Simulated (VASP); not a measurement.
# CdTe (F-43m) in VASP: a series of runs

The runs below take CdTe through dielectric tensor, with r2SCAN.

Everything below comes from runs of VASP 6.6.1. Logs are shortened: lines on timing, memory, paths and dates and some standing lists are left out, and cuts for length are marked.

### 1 The cell of the first run

Symmetry: F-43m, No. 216, cubic system. Conventional cell: a = 6.429 Å, b = 6.429 Å, c = 6.429 Å, α = 90.00°, β = 90.00°, γ = 90.00°. Within 3.7 Å of Cd (site symmetry -43m) lie 4 Te at 2.78 Å. Te (site symmetry -43m) has 4 Cd at 2.78 Å within 3.7 Å.

### 2 Dielectric tensor, r2SCAN (strain -2.0%)

INCAR

```
PREC = Accurate ; ENCUT = 520
EDIFF = 1E-8 ; ISMEAR = 0
SIGMA = 0.01 ; LREAL = F
LASPH = T ; NELM = 80
ALGO = Normal ; ISIF = 2
LWAVE = F ; LCHARG = F
METAGGA = R2SCAN ; LMIXTAU = T
LCALCEPS = T
```

KPOINTS

```
Automatic mesh
0
Gamma
  6 6 6
```

POSCAR

```
CdTe
1.0
    0.0000000000      3.2143560138      3.2143560138
    3.2143560138      0.0000000000      3.2143560138
    3.2143560138      3.2143560138      0.0000000000
Cd Te
1 1
Direct
    0.0000000000      0.0000000000      0.0000000000
    0.2500000000      0.2500000000      0.2500000000
```

Potentials or basis: VASP PAW PBE potentials, release 64 (Cd, Te).

Run with:

```console
$ cat potpaw_PBE.64/Cd/POTCAR potpaw_PBE.64/Te/POTCAR > POTCAR
$ mpirun -np 1 vasp_std > vasp.out
```

OUTCAR:

```text
PREC = Accurate
   ENCUT = 520
   EDIFF = 1E-8
   ISMEAR = 0
   LREAL = F
   LASPH = T
   NELM = 80
   ISIF = 2
   METAGGA = R2SCAN

 ion  position               nearest neighbor table
   1  0.000  0.000  0.000-   2 2.78   2 2.78   2 2.78   2 2.78
   2  0.250  0.250  0.250-   1 2.78   1 2.78   1 2.78   1 2.78

  LATTYP: Found a face centered cubic cell.
 ALAT       =     6.4287120276

  Lattice vectors:

 A1 = (   0.0000000000,   3.2143560138,   3.2143560138)
 A2 = (   3.2143560138,   0.0000000000,   3.2143560138)
 A3 = (   3.2143560138,   3.2143560138,   0.0000000000)

Analysis of symmetry for initial positions (statically):
=====================================================================
 Subroutine PRICEL returns:
 Original cell was already a primitive cell.

 Routine SETGRP: Setting up the symmetry group for a
 face centered cubic supercell.

 Subroutine GETGRP returns: Found 24 space group operations
 (whereof 24 operations were pure point group operations)
 out of a pool of 48 trial point group operations.

The static configuration has the point symmetry T_d .

Analysis of symmetry for dynamics (positions and initial velocities):
=====================================================================
 Subroutine PRICEL returns:
 Original cell was already a primitive cell.

 Routine SETGRP: Setting up the symmetry group for a
 face centered cubic supercell.

 Subroutine GETGRP returns: Found 24 space group operations
 (whereof 24 operations were pure point group operations)
 out of a pool of 48 trial point group operations.

The dynamic configuration has the point symmetry T_d .

 Subroutine INISYM returns: Found 24 space group operations
 (whereof 24 operations are pure point group operations),
 and found     1 'primitive' translations

----------------------------------------------------------------------------------------

                                     Primitive cell

  volume of cell :      66.4220

  direct lattice vectors                    reciprocal lattice vectors
     0.000000000  3.214356014  3.214356014    -0.155552153  0.155552153  0.155552153
     3.214356014  0.000000000  3.214356014     0.155552153 -0.155552153  0.155552153
     3.214356014  3.214356014  0.000000000     0.155552153  0.155552153 -0.155552153

  length of vectors
     4.545785869  4.545785869  4.545785869     0.269424233  0.269424233  0.269424233

  position of ions in fractional coordinates (direct lattice)
     0.000000000  0.000000000  0.000000000
     0.250000000  0.250000000  0.250000000

  ion indices of the primitive-cell ions
   primitive index   ion index
                 1           1
                 2           2

----------------------------------------------------------------------------------------

 KPOINTS: Automatic mesh

Automatic generation of k-mesh.
 Grid dimensions read from file:
 generate k-points for:    6    6    6

 Generating k-lattice:

  Cartesian coordinates                     Fractional coordinates (reciprocal lattice)
    -0.025925359  0.025925359  0.025925359     0.166666667  0.000000000  0.000000000
     0.025925359 -0.025925359  0.025925359     0.000000000  0.166666667  0.000000000
     0.025925359  0.025925359 -0.025925359     0.000000000  0.000000000  0.166666667

  Length of vectors
     0.044904039  0.044904039  0.044904039

  Shift w.r.t. Gamma in fractional coordinates (k-lattice)
     0.000000000  0.000000000  0.000000000

 Subroutine IBZKPT returns following result:
 ===========================================

 Found     16 irreducible k-points:

 Following reciprocal coordinates:
            Coordinates               Weight
  0.000000  0.000000  0.000000      1.000000
  0.166667  0.000000  0.000000      8.000000
  0.333333  0.000000  0.000000      8.000000
  0.500000  0.000000  0.000000      4.000000
  0.166667  0.166667  0.000000      6.000000
  0.333333  0.166667  0.000000     24.000000
[... 8 lines left out ...]
 -0.333333  0.333333  0.166667     24.000000
 -0.333333  0.500000  0.166667     12.000000
   k-points           NKPTS =     16   k-points in BZ     NKDIM =     16   number of bands    NBANDS=     13
   number of dos      NEDOS =    301   number of ions     NIONS =      2
   total plane-waves  NPLWV =  46656
   dimension x,y,z NGX =    36 NGY =   36 NGZ =   36
   dimension x,y,z NGXF=    72 NGYF=   72 NGZF=   72
   ions per type =               1   1
   NGX,Y,Z   is equivalent  to a cutoff of  13.17, 13.17, 13.17 a.u.
   NGXF,Y,Z  is equivalent  to a cutoff of  26.33, 26.33, 26.33 a.u.
 SYSTEM =  unknown system
   PREC   = accura    normal or accurate (medium, high low for compatibility)
   ISTART =      0    job   : 0-new  1-cont  2-samecut
   ICHARG =      2    charge: 1-file 2-atom 10-const
   ISPIN  =      1    spin polarized calculation?
   LNONCOLLINEAR =      F non collinear calculations
   LSORBIT =      F    spin-orbit coupling
   LASPH  =      T    aspherical Exc in radial PAW
   ENCUT  =  520.0 eV  38.22 Ry    6.18 a.u.   8.45  8.45  8.45*2*pi/ulx,y,z
   NELM   =     80;   NELMIN=  2; NELMDL= -5     # of ELM steps
   EDIFF  = 0.1E-07   stopping-criterion for ELM
   LREAL  =      F    real-space projection
   EDIFFG = 0.1E-06   stopping-criterion for IOM
   NSW    =      0    number of steps for IOM
   IBRION =     -1    ionic relax: 0-MD 1-quasi-New 2-CG
   NFREE  =      0    steps in history (QN), initial steepest desc. (CG)
   ISIF   =      2    stress and relaxation
   ISYM   =      2    0-nonsym 1-usesym 2-fastsym
   POTIM  = 0.5000    time-step for ionic-motion
   TEBEG  =    0.0;   TEEND  =   0.0 temperature during run
   PSTRESS=    0.0 pullay stress
   NELECT =      18.0000    total number of electrons
   NUPDOWN=      -1.0000    fix difference up-down
   EMIN   =  10.00;   EMAX   =-10.00  energy-range for DOS
   EFERMI =   0.00;   METHOD = LEGACY
   ISMEAR =     0;   SIGMA  =   0.01  broadening in eV -4-tet -1-fermi 0-gaus
   EFERMI_NEDOS =   21; number of points for ismear=-14 and -15
   IALGO  =     38    algorithm
   IMIX   =      4    mixing-type and parameters
     AMIX     =   0.40;   BMIX     =  1.00
     AMIX_MAG =   1.60;   BMIX_MAG =  1.00
  volume/ion in A,a.u.               =      33.21       224.12
  Fermi-wavevector in a.u.,A,eV,Ry     =   1.059404  2.001984 15.270326  1.122337
  Thomas-Fermi vector in A             =   2.194748
   LORBIT       =      0    0 simple, 1 ext, 2 COOP (PROOUT), +10 PAW based schemes
   METAGGA = R2SCAN    functional components
   LHFCALC =     F    Hartree Fock is set to
   AEXX    =    0.0000 exact exchange contribution
   IVDW    =     0    specifies the selected vdW correction
   LEPSILON=     F    determine dielectric tensor
   LRPA    =     F    only Hartree local field effects (RPA)
   LRPA       =     F
 non-spin polarized calculation
 Gauss-broadening in eV      SIGMA  =   0.01
  energy-cutoff  :      520.00
  volume of cell :       66.42
 maximum number of plane-waves:      1820
 NGX is ok and might be reduce to    36
   NGX = 17   NGY = 17   NGZ = 17

 number of electron      17.9999994 magnetization

 Free energy of the ion-electron system (eV)
  ---------------------------------------------------
  ext. energy  EPLUGINS =         0.00000000
  ---------------------------------------------------
  free energy    TOTEN  =       -46.60502876 eV

  energy without entropy =      -46.60502876  energy(sigma->0) =      -46.60502876

 E-fermi :   2.4066     XC(G=0):  -9.2173

 val. band max:        2.3311788856   @ k =   0.0000   0.0000   0.0000
 cond. band min:   10000.0000000000   @ k =   0.0000   0.0000   0.0000
 fundamental gap:   9997.6688211144
 Fermi energy:         2.4065968387

 k-point     1 :       0.0000    0.0000    0.0000
  band No.  band energies     occupation
      1      -9.3464      2.00000
      2      -6.3212      2.00000
      3      -6.3205      2.00000
      4      -6.3198      2.00000
      5      -6.0155      2.00000
      6      -6.0155      2.00000
      7       2.3305      2.00000
      8       2.3311      2.00000
      9       2.3312      2.00000
     10   10000.0000      0.00000
     11   10000.0000      0.00000
     12   10000.0000      0.00000
     13   10000.0000      0.00000
[... 354 lines left out ...]
  band No.  band energies     occupation
      1      -9.0208      2.00000
      2      -6.2480      2.00000
      3      -6.2355      2.00000
      4      -6.0765      2.00000
      5      -6.0006      2.00000
      6      -5.9373      2.00000
      7      -0.8700      2.00000
      8       1.1493      2.00000
      9       1.2456      2.00000
     10   10000.0000      0.00000
     11   10000.0000      0.00000
     12   10000.0000      0.00000
     13   10000.0000      0.00000

 [... further k-points ...]

------------------------ aborting loop because EDIFF is reached ----------------------------------------

            Ionic dipole moment: p[ion]=(     9.64307     9.64307     9.64307 ) |e| Angst

 Total electronic dipole moment: p[elc]=(     0.02016     0.02016     0.04291 ) |e| Angst

 MACROSCOPIC STATIC DIELECTRIC TENSOR (including local field effects)
 ------------------------------------------------------
           7.202747     0.000000     0.000000
          -0.000000     7.202747     0.000000
          -0.000000    -0.000000     7.202747
 ------------------------------------------------------

 PIEZOELECTRIC TENSOR (including local field effects) (e Angst)
          XX          YY          ZZ          XY          YZ          ZX
  --------------------------------------------------------------------------------
  x    -0.00000    -0.00000    -0.00000    -0.00000    -2.35601    -0.00000
  y    -0.00000    -0.00000    -0.00000    -0.00000     0.00000    -2.35601
  z     0.00000     0.00000    -0.00000    -2.35601     0.00000     0.00000

 PIEZOELECTRIC TENSOR (including local field effects) (C/m^2)
          XX          YY          ZZ          XY          YZ          ZX
  --------------------------------------------------------------------------------
  x    -0.00000    -0.00000    -0.00000    -0.00000    -0.56830    -0.00000
  y    -0.00000    -0.00000    -0.00000    -0.00000     0.00000    -0.56830
  z     0.00000     0.00000    -0.00000    -0.56830     0.00000     0.00000

 BORN EFFECTIVE CHARGES (including local field effects) (in |e|, cummulative output)
 ---------------------------------------------------------------------------------
 ion    1
    1     2.13281    -0.00000    -0.00000
    2     0.00000     2.13281    -0.00000
    3     0.00000     0.00000     2.13281
 ion    2
    1    -2.13281     0.00000     0.00000
    2     0.00000    -2.13281     0.00000
    3     0.00000     0.00000    -2.13281

  FORCE on cell =-STRESS in cart. coord.  units (eV):
  Direction    XX          YY          ZZ          XY          YZ          ZX
  --------------------------------------------------------------------------------------
  -------------------------------------------------------------------------------------
  Total        1.2041620      1.2041620      1.2041620     -0.0000000      0.0000000      0.0000000
  in kB       29.0458160     29.0458160     29.0458160     -0.0000000      0.0000000      0.0000000
  external PRESSURE =      29.0458160 kB  Pullay stress =       0.0000000 kB

 VOLUME and BASIS-vectors are now :
 -----------------------------------------------------------------------------
  energy-cutoff  :      520.00
  volume of cell :       66.42
      direct lattice vectors                 reciprocal lattice vectors
     0.000000000  3.214356014  3.214356014    -0.155552153  0.155552153  0.155552153
     3.214356014  0.000000000  3.214356014     0.155552153 -0.155552153  0.155552153
     3.214356014  3.214356014  0.000000000     0.155552153  0.155552153 -0.155552153

 POSITION                                       TOTAL-FORCE (eV/Angst)
 -----------------------------------------------------------------------------------
      0.00000      0.00000      0.00000        -0.000000     -0.000000     -0.000000
      1.60718      1.60718      1.60718         0.000000      0.000000      0.000000
 -----------------------------------------------------------------------------------
    total drift:                               -0.000002     -0.000002     -0.000002

  FREE ENERGIE OF THE ION-ELECTRON SYSTEM (eV)
  ---------------------------------------------------
  free  energy   TOTEN  =       -46.6050287563 eV

  energy  without entropy=      -46.6050287563  energy(sigma->0) =      -46.60502876
```

It took 37 min on 1 thread of Intel Xeon Platinum 8488C (Sapphire Rapids), shared host; peak memory 0.43 GiB.

Results:

```
Band gap on the k mesh                  : 1.35 eV
Electronic dielectric tensor (diagonal) : 7.20
Born charges (mean of the diagonal)     : Cd +2.13; Te -2.13 e
```

Electronic dielectric tensor:
```
7.20 0.00 0.00
0.00 7.20 0.00
0.00 0.00 7.20
```

Born effective charge tensors (e):
atom 1, Cd
```
2.13 0.00 0.00
0.00 2.13 0.00
0.00 0.00 2.13
```
atom 2, Te
```
-2.13  0.00  0.00
 0.00 -2.13  0.00
 0.00  0.00 -2.13
```

Dipole moments of the cell (e·Å, modulo the quantum): ionic 9.643, 9.643, 9.643; electronic 0.020, 0.020, 0.043

Caveat: the cell differs from its parent crystal (strain -2.0%); the PAW data sets were made with another functional, which shifts forces and pressure a little; spin-orbit coupling is left out, which moves the levels of the heavy elements.

[end of part 1 of 2]

The gap in the log of VASP goes by the Fermi energy; the results here count the filled bands.